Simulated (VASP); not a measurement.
Set up this calculation in VASP 6.6.1, as the native input.

```yaml
Task: single point
Functional: r2SCAN
Potentials_or_basis: VASP PAW PBE potentials, release 64 (Cd_sv_GW, Ru_sv)
Cutoff: 660 eV
k_mesh: 4 × 4 × 4
Occupations: gaussian, width 0.1 eV
Spin: no spin polarisation
Dipole_correction: no
Further_INCAR_settings: ALGO = Normal; EDIFF = 1e-06; NBANDS = 61
```

CdRu2:

```
Cd Ru
1.0
     0.00000    3.64109    3.64109
     3.64109    0.00000    3.64109
     3.64109    3.64109    0.00000
Cd Ru
2 4
Direct
  0.00000 0.00000 0.00000
  0.25000 0.25000 0.25000
  0.62500 0.62500 0.62500
  0.12500 0.62500 0.62500
  0.62500 0.62500 0.12500
  0.62500 0.12500 0.62500
```

One way to write it, as run:

POSCAR

```
CdRu2
1.0
    0.0000000000      3.6410892597      3.6410892597
    3.6410892597      0.0000000000      3.6410892597
    3.6410892597      3.6410892597      0.0000000000
Cd Ru
2 4
Direct
    0.0000000000      0.0000000000      0.0000000000
    0.2500000000      0.2500000000      0.2500000000
    0.6250000000      0.6250000000      0.6250000000
    0.1250000000      0.6250000000      0.6250000000
    0.6250000000      0.6250000000      0.1250000000
    0.6250000000      0.1250000000      0.6250000000
```

INCAR.step1

```
SYSTEM = CdRu2
PREC = Accurate
ENCUT = 660
ISMEAR = 0
SIGMA = 0.1
LREAL = .FALSE.
LASPH = .TRUE.
NELM = 120
NBANDS = 61
GGA = PE
ALGO = Normal
EDIFF = 1E-5
LWAVE = .TRUE.
LCHARG = .FALSE.
GGA_COMPAT = .FALSE.
```

INCAR.step2

```
SYSTEM = CdRu2
PREC = Accurate
ENCUT = 660
EDIFF = 1E-6
ISMEAR = 0
SIGMA = 0.1
LREAL = .FALSE.
LASPH = .TRUE.
NELM = 120
ALGO = Normal
ISIF = 2
LWAVE = .FALSE.
LCHARG = .FALSE.
METAGGA = R2SCAN
LMIXTAU = .TRUE.
NBANDS = 61
ISTART = 1
GGA_COMPAT = .FALSE.
```

KPOINTS

```
regular mesh
0
G
  4 4 4
  0 0 0
```

Potentials or basis: VASP PAW PBE potentials, release 64 (Cd_sv_GW, Ru_sv).

Command:

```console
$ cat potpaw_PBE.64/Cd_sv_GW/POTCAR potpaw_PBE.64/Ru_sv/POTCAR > POTCAR
$ cp INCAR.step1 INCAR
$ mpirun -np 1 vasp_std > vasp.out
$ cp INCAR.step2 INCAR
$ mpirun -np 1 vasp_std > vasp.out
```

Results of the run:

| Item | Value |
| --- | --- |
| Pressure | 0.1 GPa |
| Band gap on the k mesh | zero (bands 52 and 53 overlap by 0.39 eV) |

Caveat: the k points lie up to 0.37 Å⁻¹ apart; the PAW data sets were made with another functional, which shifts forces and pressure a little.

Wall time 8.3 min on 1 thread of AMD EPYC 7R43 64-Core Processor (Zen 3), with other jobs on the host, peak memory 0.35 GiB.
